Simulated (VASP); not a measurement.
# RuAu in VASP: further runs, part 2 of 3

VASP 6.6.1. The steps go on from the part before.

### 3 Single point, PBEsol

INCAR reads:

```
ALGO = Normal ; EDIFF = 1E-6
ENCUT = 520 ; GGA = PS
ISIF = 2 ; ISMEAR = -1
LASPH = True ; LCHARG = False
LREAL = False ; LWAVE = False
NBANDS = 20 ; NELM = 60
PREC = Accurate ; SIGMA = 0.05
```

KPOINTS reads:

```
k-points
0
Gamma
  8 8 8
```

POSCAR reads:

```
RuAu
1.0
    3.1648100000      0.0000000000      0.0000000000
    0.0000000000      3.1648100000      0.0000000000
    0.0000000000      0.0000000000      3.1648100000
Ru Au
1 1
Direct
    0.0000000000      0.0000000000      0.0000000000
    0.5000000000      0.5000000000      0.5000000000
```

Potentials or basis: VASP PAW PBE potentials, release 64 (Ru_pv, Au).

Command:

```
> cat potpaw_PBE.64/Ru_pv/POTCAR potpaw_PBE.64/Au/POTCAR > POTCAR
> mpirun -np 1 vasp_std > vasp.out
```

OUTCAR:

```text
EDIFF = 1E-6
   ENCUT = 520
   GGA = PS
   ISIF = 2
   ISMEAR = -1
   LASPH = True
   LREAL = False
   NELM = 60
   PREC = Accurate

 ion  position               nearest neighbor table
   1  0.000  0.000  0.000-   2 2.74   2 2.74   2 2.74   2 2.74   2 2.74   2 2.74   2 2.74   2 2.74

   2  0.500  0.500  0.500-   1 2.74   1 2.74   1 2.74   1 2.74   1 2.74   1 2.74   1 2.74   1 2.74

  LATTYP: Found a simple cubic cell.
 ALAT       =     3.1648100000

  Lattice vectors:

 A1 = (   3.1648100000,   0.0000000000,   0.0000000000)
 A2 = (   0.0000000000,   3.1648100000,   0.0000000000)
 A3 = (   0.0000000000,   0.0000000000,   3.1648100000)

Analysis of symmetry for initial positions (statically):
=====================================================================
 Subroutine PRICEL returns:
 Original cell was already a primitive cell.

 Routine SETGRP: Setting up the symmetry group for a
 simple cubic supercell.

 Subroutine GETGRP returns: Found 48 space group operations
 (whereof 48 operations were pure point group operations)
 out of a pool of 48 trial point group operations.

The static configuration has the point symmetry O_h .

Analysis of symmetry for dynamics (positions and initial velocities):
=====================================================================
 Subroutine PRICEL returns:
 Original cell was already a primitive cell.

 Routine SETGRP: Setting up the symmetry group for a
 simple cubic supercell.

 Subroutine GETGRP returns: Found 48 space group operations
 (whereof 48 operations were pure point group operations)
 out of a pool of 48 trial point group operations.

The dynamic configuration has the point symmetry O_h .

 Subroutine INISYM returns: Found 48 space group operations
 (whereof 48 operations are pure point group operations),
 and found     1 'primitive' translations

----------------------------------------------------------------------------------------

                                     Primitive cell

  volume of cell :      31.6988

  direct lattice vectors                    reciprocal lattice vectors
     3.164810000  0.000000000  0.000000000     0.315974735  0.000000000  0.000000000
     0.000000000  3.164810000  0.000000000     0.000000000  0.315974735  0.000000000
     0.000000000  0.000000000  3.164810000     0.000000000  0.000000000  0.315974735

  length of vectors
     3.164810000  3.164810000  3.164810000     0.315974735  0.315974735  0.315974735

  position of ions in fractional coordinates (direct lattice)
     0.000000000  0.000000000  0.000000000
     0.500000000  0.500000000  0.500000000

  ion indices of the primitive-cell ions
   primitive index   ion index
                 1           1
                 2           2

----------------------------------------------------------------------------------------

 KPOINTS: k-points

Automatic generation of k-mesh.
 Grid dimensions read from file:
 generate k-points for:    8    8    8

 Generating k-lattice:

  Cartesian coordinates                     Fractional coordinates (reciprocal lattice)
     0.039496842  0.000000000  0.000000000     0.125000000  0.000000000  0.000000000
     0.000000000  0.039496842  0.000000000     0.000000000  0.125000000  0.000000000
     0.000000000  0.000000000  0.039496842     0.000000000  0.000000000  0.125000000

  Length of vectors
     0.039496842  0.039496842  0.039496842

  Shift w.r.t. Gamma in fractional coordinates (k-lattice)
     0.000000000  0.000000000  0.000000000

 Subroutine IBZKPT returns following result:
 ===========================================

 Found     35 irreducible k-points:

 Following reciprocal coordinates:
            Coordinates               Weight
  0.000000  0.000000  0.000000      1.000000
  0.125000  0.000000  0.000000      6.000000
  0.250000  0.000000  0.000000      6.000000
  0.375000  0.000000  0.000000      6.000000
  0.500000  0.000000  0.000000      3.000000
  0.125000  0.125000  0.000000     12.000000
[... 16 lines left out ...]
  0.375000  0.375000  0.125000     24.000000
  0.500000  0.375000  0.125000     24.000000
 [... further k-points ...]
   k-points           NKPTS =     35   k-points in BZ     NKDIM =     35   number of bands    NBANDS=     20
   number of dos      NEDOS =    301   number of ions     NIONS =      2
   total plane-waves  NPLWV =  13824
   dimension x,y,z NGX =    24 NGY =   24 NGZ =   24
   dimension x,y,z NGXF=    48 NGYF=   48 NGZF=   48
   ions per type =               1   1
   NGX,Y,Z   is equivalent  to a cutoff of  12.61, 12.61, 12.61 a.u.
   NGXF,Y,Z  is equivalent  to a cutoff of  25.21, 25.21, 25.21 a.u.
 SYSTEM =  unknown system
   PREC   = accura    normal or accurate (medium, high low for compatibility)
   ISTART =      0    job   : 0-new  1-cont  2-samecut
   ICHARG =      2    charge: 1-file 2-atom 10-const
   ISPIN  =      1    spin polarized calculation?
   LNONCOLLINEAR =      F non collinear calculations
   LSORBIT =      F    spin-orbit coupling
   LASPH  =      T    aspherical Exc in radial PAW
   ENCUT  =  520.0 eV  38.22 Ry    6.18 a.u.   5.88  5.88  5.88*2*pi/ulx,y,z
   NELM   =     60;   NELMIN=  2; NELMDL= -5     # of ELM steps
   EDIFF  = 0.1E-05   stopping-criterion for ELM
   LREAL  =      F    real-space projection
   EDIFFG = 0.1E-04   stopping-criterion for IOM
   NSW    =      0    number of steps for IOM
   IBRION =     -1    ionic relax: 0-MD 1-quasi-New 2-CG
   NFREE  =      0    steps in history (QN), initial steepest desc. (CG)
   ISIF   =      2    stress and relaxation
   ISYM   =      2    0-nonsym 1-usesym 2-fastsym
   POTIM  = 0.5000    time-step for ionic-motion
   TEBEG  =    0.0;   TEEND  =   0.0 temperature during run
   PSTRESS=    0.0 pullay stress
   NELECT =      25.0000    total number of electrons
   NUPDOWN=      -1.0000    fix difference up-down
   EMIN   =  10.00;   EMAX   =-10.00  energy-range for DOS
   EFERMI =   0.00;   METHOD = LEGACY
   ISMEAR =    -1;   SIGMA  =   0.05  broadening in eV -4-tet -1-fermi 0-gaus
   EFERMI_NEDOS =   21; number of points for ismear=-14 and -15
   IALGO  =     38    algorithm
   IMIX   =      4    mixing-type and parameters
     AMIX     =   0.40;   BMIX     =  1.00
     AMIX_MAG =   1.60;   BMIX_MAG =  1.00
  volume/ion in A,a.u.               =      15.85       106.96
  Fermi-wavevector in a.u.,A,eV,Ry     =   1.512541  2.858288 31.127146  2.287781
  Thomas-Fermi vector in A             =   2.622452
   LORBIT       =      0    0 simple, 1 ext, 2 COOP (PROOUT), +10 PAW based schemes
   GGA     = PS    functional components
   LHFCALC =     F    Hartree Fock is set to
   AEXX    =    0.0000 exact exchange contribution
   IVDW    =     0    specifies the selected vdW correction
   LEPSILON=     F    determine dielectric tensor
   LRPA    =     F    only Hartree local field effects (RPA)
 non-spin polarized calculation
  energy-cutoff  :      520.00
  volume of cell :       31.70
 maximum number of plane-waves:       876
 NGX is ok and might be reduce to    24
   NGX = 11   NGY = 11   NGZ = 11

 number of electron      24.9999992 magnetization

 Free energy of the ion-electron system (eV)
  ---------------------------------------------------
  ext. energy  EPLUGINS =         0.00000000
  ---------------------------------------------------
  free energy    TOTEN  =       -12.84432211 eV

  energy without entropy =      -12.81888150  energy(sigma->0) =      -12.83160181

 E-fermi :  10.2147     XC(G=0): -13.3289

 val. band max:       10.2047331398   @ k =   0.3750   0.1250   0.0000
 cond. band min:      10.2687005878   @ k =   0.3750   0.1250   0.1250
 fundamental gap:      0.0639674480
 Fermi energy:        10.2146594993

 k-point     1 :       0.0000    0.0000    0.0000
  band No.  band energies     occupation
      1     -32.2359      2.00000
      2     -32.2359      2.00000
      3     -32.2359      2.00000
      4       1.2194      2.00000
      5       3.6710      2.00000
      6       3.6710      2.00000
[... 12 lines left out ...]
     19      24.4198      0.00000
     20      27.0929      0.00000

 k-point     2 :       0.1250    0.0000    0.0000
  band No.  band energies     occupation
      1     -32.2520      2.00000
      2     -32.2350      2.00000
      3     -32.2350      2.00000
      4       1.5212      2.00000
      5       3.7929      2.00000
      6       3.8672      2.00000
[... 498 lines left out ...]
 k-point    24 :       0.5000    0.3750    0.1250
  band No.  band energies     occupation
      1     -32.3305      2.00000
      2     -32.3138      2.00000
      3     -32.2364      2.00000
      4       3.8305      2.00000
      5       3.8429      2.00000
      6       4.8623      2.00000
[... 12 lines left out ...]
     19      22.7561      0.00000
     20      23.3246      0.00000

 [... further k-points ...]
[... 5 lines left out ...]
  --------------------------------------------------------------------------------------
  -------------------------------------------------------------------------------------
  Total       -1.7985858     -1.7985858     -1.7985858     -0.0000000     -0.0000000      0.0000000
  in kB      -90.9073128    -90.9073128    -90.9073128     -0.0000000     -0.0000000      0.0000000
  external PRESSURE =     -90.9073128 kB  Pullay stress =       0.0000000 kB

 VOLUME and BASIS-vectors are now :
 -----------------------------------------------------------------------------
  energy-cutoff  :      520.00
  volume of cell :       31.70
      direct lattice vectors                 reciprocal lattice vectors
     3.164810000  0.000000000  0.000000000     0.315974735  0.000000000  0.000000000
     0.000000000  3.164810000  0.000000000     0.000000000  0.315974735  0.000000000
     0.000000000  0.000000000  3.164810000     0.000000000  0.000000000  0.315974735

 POSITION                                       TOTAL-FORCE (eV/Angst)
 -----------------------------------------------------------------------------------
      0.00000      0.00000      0.00000         0.000000      0.000000      0.000000
      1.58241      1.58241      1.58241         0.000000      0.000000      0.000000
 -----------------------------------------------------------------------------------
    total drift:                                0.000000      0.000000     -0.000000

  FREE ENERGIE OF THE ION-ELECTRON SYSTEM (eV)
  ---------------------------------------------------
  free  energy   TOTEN  =       -12.8443221141 eV

  energy  without entropy=      -12.8188815020  energy(sigma->0) =      -12.83160181
```

OSZICAR:

```text
N       E                     dE             d eps       ncg     rms          rms(c)
DAV:   1     0.197588257493E+03    0.19759E+03   -0.13848E+04  1408   0.124E+03
DAV:   2    -0.102440541463E+02   -0.20783E+03   -0.20196E+03  1484   0.347E+02
DAV:   3    -0.140857409142E+02   -0.38417E+01   -0.38214E+01  1696   0.502E+01
DAV:   4    -0.141034022012E+02   -0.17661E-01   -0.17656E-01  1584   0.361E+00
DAV:   5    -0.141035568170E+02   -0.15462E-03   -0.15461E-03  1644   0.343E-01    0.141E+01
DAV:   6    -0.129326265670E+02    0.11709E+01   -0.26374E+00  1532   0.151E+01    0.743E+00
DAV:   7    -0.128924977209E+02    0.40129E-01   -0.63655E-01  1572   0.633E+00    0.305E+00
DAV:   8    -0.128500642406E+02    0.42433E-01   -0.17803E-01  1504   0.432E+00    0.259E+00
DAV:   9    -0.128450275016E+02    0.50367E-02   -0.86038E-03  1528   0.924E-01    0.392E-01
DAV:  10    -0.128443160521E+02    0.71145E-03   -0.24117E-03  1576   0.440E-01    0.284E-02
DAV:  11    -0.128443234281E+02   -0.73759E-05   -0.45871E-05  1592   0.507E-02    0.103E-02
DAV:  12    -0.128443220508E+02    0.13772E-05   -0.59965E-06  1360   0.244E-02    0.211E-03
DAV:  13    -0.128443221141E+02   -0.63249E-07   -0.16383E-07   852   0.343E-03
   1 F= -.12844322E+02 E0= -.12831602E+02  d E =-.254406E-01
```

stdout:

```text
POSCAR found type information on POSCAR RuAu
 POSCAR found :  2 types and       2 ions
 scaLAPACK will be used
 -----------------------------------------------------------------------------
|                                                                             |
|                                                                             |
|     You enforced a specific xc type in the INCAR file but a different       |
|     I HOPE YOU KNOW WHAT YOU ARE DOING!                                     |
|                                                                             |
 -----------------------------------------------------------------------------

 LDA part: xc-table for (Slater+PW92), standard interpolation
 POSCAR, INCAR and KPOINTS ok, starting setup
 FFT: planning ... GRIDC
 FFT: planning ... GRID_SOFT
 FFT: planning ... GRID
 WAVECAR not read
 entering main loop
```

It took 12 s on 1 thread of Intel Xeon Platinum 8488C (Sapphire Rapids), shared host; peak memory 0.15 GiB.

Results:

```yaml
Free_energy: -12.8443 eV
Pressure: -9.1 GPa
```

Caveat: the PAW data sets were made with another functional, which shifts forces and pressure a little; spin-orbit coupling is left out, which moves the levels of the heavy elements.

(Continued in part 3 of 3.)
